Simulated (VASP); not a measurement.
Set up this calculation in VASP 6.6.1, as the native input.

```
Task                   : relaxation of cell and atoms
Functional             : PBE
Potentials or basis    : VASP PAW PBE potentials, release 64 (Be, Te, Se)
Cutoff                 : 600 eV
k mesh                 : 12 × 12 × 4
Occupations            : gaussian, width 0.1 eV
Spin                   : no spin polarisation
Dipole correction      : no
Further INCAR settings : ALGO = Normal; EDIFF = 1e-06; IBRION = 2; EDIFFG = -0.01; NSW = 100; ISIF = 3
```

The structure of Be3TeSe2 lies in POSCAR:

```
Be3TeSe2
1.0
    3.6348283994      0.0000000000      0.0000000000
   -1.8174141997      3.1478537323      0.0000000000
    0.0000000000      0.0000000000     10.9762932852
Be Te Se
3 1 2
Direct
    0.0000000000      0.0000000000      0.6544819019
    0.3333333333      0.6666666667      0.3418078251
    0.6666666667      0.3333333333      0.7749371849
    0.0000000000      0.0000000000      0.4430888782
    0.3333333333      0.6666666667      0.1517220006
    0.0000000000      0.0000000000      0.8490624492
```

The cell was built from a structure type or drawn by symmetry, and may not be a known phase.

These files were run (other wordings do the same):

INCAR

```
PREC = Accurate
ENCUT = 600
EDIFF = 1E-6
ISMEAR = 0
SIGMA = 0.1
LREAL = False
LASPH = True
NELM = 100
ALGO = Normal
ISIF = 3
LWAVE = False
LCHARG = False
GGA = PE
IBRION = 2
NSW = 100
EDIFFG = -0.01
```

KPOINTS

```
Automatic mesh
0
Gamma
  12 12 4
```

Potentials or basis: VASP PAW PBE potentials, release 64 (Be, Te, Se).

Command:

```sh
$ cat potpaw_PBE.64/Be/POTCAR potpaw_PBE.64/Te/POTCAR potpaw_PBE.64/Se/POTCAR > POTCAR
$ mpirun -np 1 vasp_std > vasp.out
```

Results of the run:

```yaml
Relaxed_volume: 21.13 Å³/atom
Relaxed_cell: a = 3.662 Å, b = 3.662 Å, c = 10.918 Å, α = 90.00°, β = 90.00°, γ = 120.00°
Space_group_after_relaxing_to_0.1_Å: P3m1 (No. 156)
Energy_gained_by_relaxing: 1.0 meV/atom
Ionic_steps: 11
Pressure_after_relaxing: 0.0 GPa
Largest_force_after_relaxing: 0.004 eV/Å
Band_gap_on_the_k_mesh: zero (bands 12 and 13 overlap by 1.61 eV)
```

Caveat: spin-orbit coupling is left out, which moves the levels of the heavy elements; this functional lacks dispersion, which binds the layers, so the pressure and a relaxed spacing across them are unreliable.

Run time: 8 min on 1 thread of Intel(R) Xeon(R) 6975P-C (Granite Rapids) (shared host), peak memory 0.42 GiB.
